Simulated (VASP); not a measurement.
# GaSb (F-43m) in VASP: a series of runs

The runs below take GaSb through single point, with r2SCAN0.

Everything below comes from runs of VASP 6.6.1. Logs are shortened: lines on timing, memory, paths and dates and some standing lists are left out, and cuts for length are marked.

### Step 1. The cell of the first run

The structure is cubic, space group F-43m (No. 216). Conventional cell: a = 6.118 Å, b = 6.118 Å, c = 6.118 Å, α = 90.00°, β = 90.00°, γ = 90.00°. Sb (site symmetry -43m) has 4 Ga at 2.65 Å within 3.5 Å. Within 3.5 Å of Ga (site symmetry -43m) lie 4 Sb at 2.65 Å.

### Step 2. Single point, r2SCAN0

POSCAR

```
GaSb
1.0
    0.0000000000      3.0590000000      3.0590000000
    3.0590000000      0.0000000000      3.0590000000
    3.0590000000      3.0590000000      0.0000000000
Sb Ga
1 1
Direct
    0.7500000000      0.7500000000      0.7500000000
    0.0000000000      0.0000000000      0.0000000000
```

INCAR.step1

```
SYSTEM = GaSb
PREC     = Accurate       ! precision mode
ENCUT    = 520            ! plane-wave cutoff, eV
EDIFF    = 1E-5           ! SCF threshold, eV
ISMEAR   = -1             ! smearing method
SIGMA    = 0.05           ! smearing width, eV
LREAL    = .FALSE.        ! projectors in reciprocal space
LASPH    = .TRUE.         ! aspherical terms in the spheres
NELM     = 60             ! most SCF steps
ALGO     = Normal         ! electronic algorithm
ISIF     = 2              ! what is computed and relaxed
LWAVE    = .TRUE.         ! write WAVECAR
LCHARG   = .FALSE.        ! write CHGCAR
NBANDS   = 16             ! bands
GGA      = PE             ! functional
```

INCAR.step2

```
SYSTEM = GaSb
PREC     = Accurate       ! precision mode
ENCUT    = 520            ! plane-wave cutoff, eV
EDIFF    = 1E-6           ! SCF threshold, eV
ISMEAR   = -1             ! smearing method
SIGMA    = 0.05           ! smearing width, eV
LREAL    = .FALSE.        ! projectors in reciprocal space
LASPH    = .TRUE.         ! aspherical terms in the spheres
NELM     = 60             ! most SCF steps
ALGO     = Normal         ! electronic algorithm
ISIF     = 2              ! what is computed and relaxed
LWAVE    = .FALSE.        ! write WAVECAR
LCHARG   = .FALSE.        ! write CHGCAR
METAGGA  = R2SCAN         ! meta-GGA
LHFCALC  = .TRUE.         ! exact exchange
AEXX     = 0.25           ! exact-exchange fraction
LMIXTAU  = .TRUE.       
PRECFOCK = Normal       
NBANDS   = 16             ! bands
ISTART   = 1
```

KPOINTS

```
Automatic mesh
0
G
  4 4 4
  0 0 0
```

Potentials or basis: VASP PAW PBE potentials, release 64 (Sb, Ga_d).

The run is started by

```
$ cat potpaw_PBE.64/Sb/POTCAR potpaw_PBE.64/Ga_d/POTCAR > POTCAR
$ cp INCAR.step1 INCAR
$ mpirun -np 1 vasp_std > vasp.out
$ cp INCAR.step2 INCAR
$ mpirun -np 1 vasp_std > vasp.out
```

OUTCAR:

```text
SYSTEM = GaSb
   PREC = Accurate
   ENCUT = 520
   EDIFF = 1E-6
   ISMEAR = -1
   LREAL = .FALSE.
   LASPH = .TRUE.
   NELM = 60
   ISIF = 2
   METAGGA = R2SCAN
   LHFCALC = .TRUE.
   AEXX = 0.25
   PRECFOCK = Normal
   ISTART = 1

 ion  position               nearest neighbor table
   1  0.750  0.750  0.750-   2 2.65   2 2.65   2 2.65   2 2.65
   2  0.000  0.000  0.000-   1 2.65   1 2.65   1 2.65   1 2.65

  LATTYP: Found a face centered cubic cell.
 ALAT       =     6.1180000000

  Lattice vectors:

 A1 = (   0.0000000000,   3.0590000000,   3.0590000000)
 A2 = (   3.0590000000,   0.0000000000,   3.0590000000)
 A3 = (   3.0590000000,   3.0590000000,   0.0000000000)

Analysis of symmetry for initial positions (statically):
=====================================================================
 Subroutine PRICEL returns:
 Original cell was already a primitive cell.

 Routine SETGRP: Setting up the symmetry group for a
 face centered cubic supercell.

 Subroutine GETGRP returns: Found 24 space group operations
 (whereof 24 operations were pure point group operations)
 out of a pool of 48 trial point group operations.

The static configuration has the point symmetry T_d .

Analysis of symmetry for dynamics (positions and initial velocities):
=====================================================================
 Subroutine PRICEL returns:
 Original cell was already a primitive cell.

 Routine SETGRP: Setting up the symmetry group for a
 face centered cubic supercell.

 Subroutine GETGRP returns: Found 24 space group operations
 (whereof 24 operations were pure point group operations)
 out of a pool of 48 trial point group operations.

The dynamic configuration has the point symmetry T_d .

 Subroutine INISYM returns: Found 24 space group operations
 (whereof 24 operations are pure point group operations),
 and found     1 'primitive' translations

----------------------------------------------------------------------------------------

                                     Primitive cell

  volume of cell :      57.2491

  direct lattice vectors                    reciprocal lattice vectors
     0.000000000  3.059000000  3.059000000    -0.163452109  0.163452109  0.163452109
     3.059000000  0.000000000  3.059000000     0.163452109 -0.163452109  0.163452109
     3.059000000  3.059000000  0.000000000     0.163452109  0.163452109 -0.163452109

  length of vectors
     4.326079287  4.326079287  4.326079287     0.283107357  0.283107357  0.283107357

  position of ions in fractional coordinates (direct lattice)
     0.750000000  0.750000000  0.750000000
     0.000000000  0.000000000  0.000000000

  ion indices of the primitive-cell ions
   primitive index   ion index
                 1           1
                 2           2

----------------------------------------------------------------------------------------

 KPOINTS: Automatic mesh

Automatic generation of k-mesh.
 Grid dimensions read from file:
 generate k-points for:    4    4    4

 Generating k-lattice:

  Cartesian coordinates                     Fractional coordinates (reciprocal lattice)
    -0.040863027  0.040863027  0.040863027     0.250000000  0.000000000  0.000000000
     0.040863027 -0.040863027  0.040863027     0.000000000  0.250000000  0.000000000
     0.040863027  0.040863027 -0.040863027     0.000000000  0.000000000  0.250000000

  Length of vectors
     0.070776839  0.070776839  0.070776839

  Shift w.r.t. Gamma in fractional coordinates (k-lattice)
     0.000000000  0.000000000  0.000000000

 Subroutine IBZKPT returns following result:
 ===========================================

 Found      8 irreducible k-points:

 Following reciprocal coordinates:
            Coordinates               Weight
  0.000000  0.000000  0.000000      1.000000
  0.250000  0.000000  0.000000      8.000000
  0.500000  0.000000  0.000000      4.000000
  0.250000  0.250000  0.000000      6.000000
  0.500000  0.250000  0.000000     24.000000
 -0.250000  0.250000  0.000000     12.000000
  0.500000  0.500000  0.000000      3.000000
 -0.250000  0.500000  0.250000      6.000000
   k-points           NKPTS =      8   k-points in BZ     NKDIM =     64   number of bands    NBANDS=     16
   number of dos      NEDOS =    301   number of ions     NIONS =      2
   total plane-waves  NPLWV =  32768
   dimension x,y,z NGX =    32 NGY =   32 NGZ =   32
   dimension x,y,z NGXF=    64 NGYF=   64 NGZF=   64
   ions per type =               1   1
   NGX,Y,Z   is equivalent  to a cutoff of  12.30, 12.30, 12.30 a.u.
   NGXF,Y,Z  is equivalent  to a cutoff of  24.59, 24.59, 24.59 a.u.
 SYSTEM =  GaSb
   PREC   = accura    normal or accurate (medium, high low for compatibility)
   ISTART =      1    job   : 0-new  1-cont  2-samecut
   ICHARG =      0    charge: 1-file 2-atom 10-const
   ISPIN  =      1    spin polarized calculation?
   LNONCOLLINEAR =      F non collinear calculations
   LSORBIT =      F    spin-orbit coupling
   LASPH  =      T    aspherical Exc in radial PAW
   ENCUT  =  520.0 eV  38.22 Ry    6.18 a.u.   8.04  8.04  8.04*2*pi/ulx,y,z
   NELM   =     60;   NELMIN=  2; NELMDL=  0     # of ELM steps
   EDIFF  = 0.1E-05   stopping-criterion for ELM
   LREAL  =      F    real-space projection
   EDIFFG = 0.1E-04   stopping-criterion for IOM
   NSW    =      0    number of steps for IOM
   IBRION =     -1    ionic relax: 0-MD 1-quasi-New 2-CG
   NFREE  =      0    steps in history (QN), initial steepest desc. (CG)
   ISIF   =      2    stress and relaxation
   ISYM   =      3    0-nonsym 1-usesym 2-fastsym
   POTIM  = 0.5000    time-step for ionic-motion
   TEBEG  =    0.0;   TEEND  =   0.0 temperature during run
   PSTRESS=    0.0 pullay stress
   NELECT =      18.0000    total number of electrons
   NUPDOWN=      -1.0000    fix difference up-down
   EMIN   =  10.00;   EMAX   =-10.00  energy-range for DOS
   EFERMI =   0.00;   METHOD = LEGACY
   ISMEAR =    -1;   SIGMA  =   0.05  broadening in eV -4-tet -1-fermi 0-gaus
   EFERMI_NEDOS =   21; number of points for ismear=-14 and -15
   IALGO  =     38    algorithm
   IMIX   =      1    mixing-type and parameters
     AMIX     =   0.40;   BMIX     =  1.00
     AMIX_MAG =   1.60;   BMIX_MAG =  1.00
  volume/ion in A,a.u.               =      28.62       193.17
  Fermi-wavevector in a.u.,A,eV,Ry     =   1.113208  2.103657 16.860766  1.239231
  Thomas-Fermi vector in A             =   2.249790
   LORBIT       =      0    0 simple, 1 ext, 2 COOP (PROOUT), +10 PAW based schemes
   METAGGA = R2SCAN    functional components
   LHFCALC =     T    Hartree Fock is set to
   PRECFOCK=normal    Normal, Fast or Accurate (Low or Medium for compatibility)
   ENCUT4O =  -1.0   cutoff for four orbital integrals eV
   NKREDX  =     1    reduce k-point grid by
   NKREDY  =     1    reduce k-point grid by
   NKREDZ  =     1    reduce k-point grid by
   AEXX    =    0.2500 exact exchange contribution
   HFSCREEN=    0.0000 screening length (either q_TF or 0.3 A-1)
   HFSCREENC=   0.0000 screening length for correlation (either q_TF or 0.3 A-1)
   ENCUTFOCK=  -1.0 apply spherical cutoff to Coloumb kernel
   IVDW    =     0    specifies the selected vdW correction
   LEPSILON=     F    determine dielectric tensor
   LRPA    =     F    only Hartree local field effects (RPA)
 non-spin polarized calculation
  energy-cutoff  :      520.00
  volume of cell :       57.25
 maximum number of plane-waves:      1572
  NGX = 28; NGY = 28; NGZ = 28

 number of electron      17.9999986 magnetization

 Free energy of the ion-electron system (eV)
  ---------------------------------------------------
  ext. energy  EPLUGINS =         0.00000000
  ---------------------------------------------------
  free energy    TOTEN  =       -32.64620522 eV

  energy without entropy =      -32.64620522  energy(sigma->0) =      -32.64620522

 E-fermi :   4.9293     XC(G=0):  -7.5895

 val. band max:        4.0036981026   @ k =   0.0000   0.0000   0.0000
 cond. band min:       5.8155855957   @ k =   0.0000   0.0000   0.0000
 fundamental gap:      1.8118874930
 Fermi energy:         4.9292787071

 k-point     1 :       0.0000    0.0000    0.0000
  band No.  band energies     occupation
      1     -14.0906      2.00000
      2     -14.0906      2.00000
      3     -14.0906      2.00000
      4     -14.0345      2.00000
      5     -14.0345      2.00000
      6      -8.9090      2.00000
[... 8 lines left out ...]
     15      14.4750      0.00000
     16      14.4750      0.00000

 k-point     2 :       0.2500    0.0000    0.0000
  band No.  band energies     occupation
      1     -14.0996      2.00000
      2     -14.0849      2.00000
      3     -14.0849      2.00000
      4     -14.0350      2.00000
      5     -14.0350      2.00000
      6      -8.2102      2.00000
[... 8 lines left out ...]
     15      13.4422      0.00000
     16      13.4422      0.00000

 k-point     3 :       0.5000    0.0000    0.0000
  band No.  band energies     occupation
      1     -14.1087      2.00000
      2     -14.0800      2.00000
      3     -14.0800      2.00000
      4     -14.0347      2.00000
      5     -14.0347      2.00000
      6      -7.0471      2.00000
[... 8 lines left out ...]
     15      16.0953      0.00000
     16      16.0953      0.00000

 k-point     4 :       0.2500    0.2500    0.0000
  band No.  band energies     occupation
      1     -14.1084      2.00000
      2     -14.0791      2.00000
      3     -14.0791      2.00000
      4     -14.0392      2.00000
      5     -14.0327      2.00000
      6      -7.9596      2.00000
[... 8 lines left out ...]
     15      15.2091      0.00000
     16      15.3653      0.00000

 k-point     5 :       0.5000    0.2500    0.0000
  band No.  band energies     occupation
      1     -14.1156      2.00000
      2     -14.0746      2.00000
      3     -14.0733      2.00000
      4     -14.0399      2.00000
      5     -14.0332      2.00000
      6      -6.6997      2.00000
[... 8 lines left out ...]
     15      16.2211      0.00000
     16      16.6699      0.00000

 k-point     6 :      -0.2500    0.2500    0.0000
  band No.  band energies     occupation
      1     -14.1097      2.00000
      2     -14.0786      2.00000
      3     -14.0776      2.00000
      4     -14.0361      2.00000
      5     -14.0356      2.00000
      6      -7.1899      2.00000
[... 8 lines left out ...]
     15      14.6996      0.00000
     16      16.7773      0.00000

 k-point     7 :       0.5000    0.5000    0.0000
  band No.  band energies     occupation
      1     -14.1245      2.00000
      2     -14.0673      2.00000
      3     -14.0672      2.00000
      4     -14.0452      2.00000
      5     -14.0309      2.00000
      6      -6.0786      2.00000
[... 8 lines left out ...]
     15      17.2065      0.00000
     16      17.4315      0.00000

 k-point     8 :      -0.2500    0.5000    0.2500
  band No.  band energies     occupation
      1     -14.1183      2.00000
      2     -14.0743      2.00000
      3     -14.0685      2.00000
      4     -14.0403      2.00000
      5     -14.0342      2.00000
      6      -6.0291      2.00000
[... 8 lines left out ...]
     15      16.2627      0.00000
     16      17.6845      0.00000

------------------------ aborting loop because EDIFF is reached ----------------------------------------

  FORCE on cell =-STRESS in cart. coord.  units (eV):
  Direction    XX          YY          ZZ          XY          YZ          ZX
  --------------------------------------------------------------------------------------
  -------------------------------------------------------------------------------------
  Total       -0.3931631     -0.3931631     -0.3931631      0.0000000      0.0000000     -0.0000000
  in kB      -11.0030952    -11.0030952    -11.0030952      0.0000000      0.0000000     -0.0000000
  external PRESSURE =     -11.0030952 kB  Pullay stress =       0.0000000 kB

 VOLUME and BASIS-vectors are now :
 -----------------------------------------------------------------------------
  energy-cutoff  :      520.00
  volume of cell :       57.25
      direct lattice vectors                 reciprocal lattice vectors
     0.000000000  3.059000000  3.059000000    -0.163452109  0.163452109  0.163452109
     3.059000000  0.000000000  3.059000000     0.163452109 -0.163452109  0.163452109
     3.059000000  3.059000000  0.000000000     0.163452109  0.163452109 -0.163452109

 POSITION                                       TOTAL-FORCE (eV/Angst)
 -----------------------------------------------------------------------------------
      4.58850      4.58850      4.58850         0.000000      0.000000      0.000000
      0.00000      0.00000      0.00000        -0.000000     -0.000000     -0.000000
 -----------------------------------------------------------------------------------
    total drift:                               -0.000147     -0.000053     -0.000082

  FREE ENERGIE OF THE ION-ELECTRON SYSTEM (eV)
  ---------------------------------------------------
  free  energy   TOTEN  =       -32.6462052247 eV

  energy  without entropy=      -32.6462052231  energy(sigma->0) =      -32.64620522
```

It took 29 min on 1 thread of Intel Xeon 8259CL, shared host; peak memory 0.21 GiB.

What came out:

| Property | Result |
| --- | --- |
| Free energy | -32.6462 eV |
| Pressure | -1.1 GPa |
| Band gap on the k mesh | 1.81 eV |

Levels at points of the mesh, in eV from the valence-band top:
| k point | band 5 | band 6 | band 7 | band 8 | band 9 | band 10 | band 11 | band 12 | band 13 | band 14 |
| --- | --- | --- | --- | --- | --- | --- | --- | --- | --- | --- |
| (0.00, 0.00, 0.00) | -18.04 | -12.91 | 0.00 | 0.00 | 0.00 | 1.81 | 4.32 | 4.32 | 4.32 | 7.71 |
| (0.50, 0.00, 0.00) | -18.04 | -11.05 | -7.11 | -1.29 | -1.29 | 1.94 | 5.37 | 5.37 | 8.30 | 11.51 |
| (0.50, 0.50, 0.00) | -18.03 | -10.08 | -7.60 | -2.90 | -2.90 | 2.33 | 2.66 | 11.01 | 11.02 | 12.43 |

Caveat: the k points lie up to 0.44 Å⁻¹ apart; the PAW data sets were made with another functional, which shifts forces and pressure a little; spin-orbit coupling is left out, which moves the levels of the heavy elements.

(Continued in part 2 of 2.)
